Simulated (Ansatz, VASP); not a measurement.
Pd: VASP beside Ansatz

POSCAR

```
Pd
1.0
    0.0000000000      2.0066743219      2.0066743219
    2.0066743219      0.0000000000      2.0066743219
    2.0066743219      2.0066743219      0.0000000000
Pd
1
Direct
    0.0000000000      0.0000000000      0.0000000000
```

File INCAR.step1:

```
SYSTEM = Pd
PREC = Accurate
ENCUT = 520
ISMEAR = -1
SIGMA = 0.1
LREAL = .FALSE.
LASPH = .TRUE.
NELM = 60
NBANDS = 11
GGA = PE
ALGO = Normal
EDIFF = 1E-4
LWAVE = .TRUE.
LCHARG = .FALSE.
```

The input INCAR.step2:

```
SYSTEM = Pd
PREC = Accurate
ENCUT = 520
EDIFF = 1E-6
ISMEAR = -1
SIGMA = 0.1
LREAL = .FALSE.
LASPH = .TRUE.
NELM = 60
ALGO = Normal
ISIF = 2
LWAVE = .FALSE.
LCHARG = .FALSE.
METAGGA = R2SCAN
LMIXTAU = .TRUE.
NBANDS = 11
ISTART = 1
```

KPOINTS

```
Automatic mesh
0
G
  23 23 23
  0 0 0
```

Input for Ansatz:

```yaml
crystal:
  lattice:
    - [0.0, 2.0066743219, 2.0066743219]
    - [2.0066743219, 0.0, 2.0066743219]
    - [2.0066743219, 2.0066743219, 0.0]
  atoms:
    - { symbol: Pd, position: [0.0, 0.0, 0.0] }
hamiltonian:
  xc: r2scan
  pseudopotentials:
    kind: paw
    azcp:
      Pd: "pseudopotentials/Pd.paw.azcp"
basis:
  ecutwfc: 500
  fft_grid_basis: typed
kpoints:
  mp_grid: { grid: [23, 23, 23], shift: [0, 0, 0] }
magnetization:
  spin_polarized: false
scf:
  occupations: { method: fermi_dirac, width: 0.1 }
output:
  stress: true
```

Alike in both runs: task single point; functional r2SCAN; k mesh 23 × 23 × 23; occupations fermi-dirac, width 0.1 eV; no spin polarisation.

|  | VASP | Ansatz |
| --- | --- | --- |
| version | VASP 6.6.1 | Ansatz 0.2.0 |
| potentials or method | VASP PAW PBE potentials, release 64 (Pd), cutoff 520 eV | plane waves (500 eV) with PAW, scalar-relativistic |
| valence electrons in the cell | 10 | 18 |

```csv
,VASP,Ansatz,Ansatz less VASP
pressure (GPa),-11.1,-11.5,-0.34
```

VASP's potentials were made for PBE, not for r2SCAN. VASP's potentials hold 10 valence electrons a cell and Ansatz's 18, so a difference there can come from the potentials and not from the codes.
